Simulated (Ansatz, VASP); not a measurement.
# One calculation of Lu, two programs

```
Lu
1.0
    -1.92770    1.92770    1.92770
     1.92770   -1.92770    1.92770
     1.92770    1.92770   -1.92770
Lu
1
Direct
  0.00000 0.00000 0.00000
```

Change from the starting cell: volume scaled by 0.96.

Alike in both runs: task single point; functional PBE; k mesh 10 × 10 × 10; occupations fermi-dirac, width 0.05 eV; no spin polarisation.

|  | VASP | Ansatz |
| --- | --- | --- |
| version | VASP 6.6.1 | Ansatz 0.2.0 |
| potentials or method | VASP PAW PBE potentials, release 64 (Lu), cutoff 520 eV | all-electron LAPW, scalar-relativistic |

```tsv
	VASP	Ansatz	Ansatz less VASP
gap on the k mesh at the Fermi level (eV)	none	none	-
pressure (GPa)	1.5	1.5	0.00
```

A gap of «none» marks a metal or a gap that the smearing closes. Ansatz ran all-electron here, and VASP with PAW potentials.

Spin-orbit coupling is off throughout.
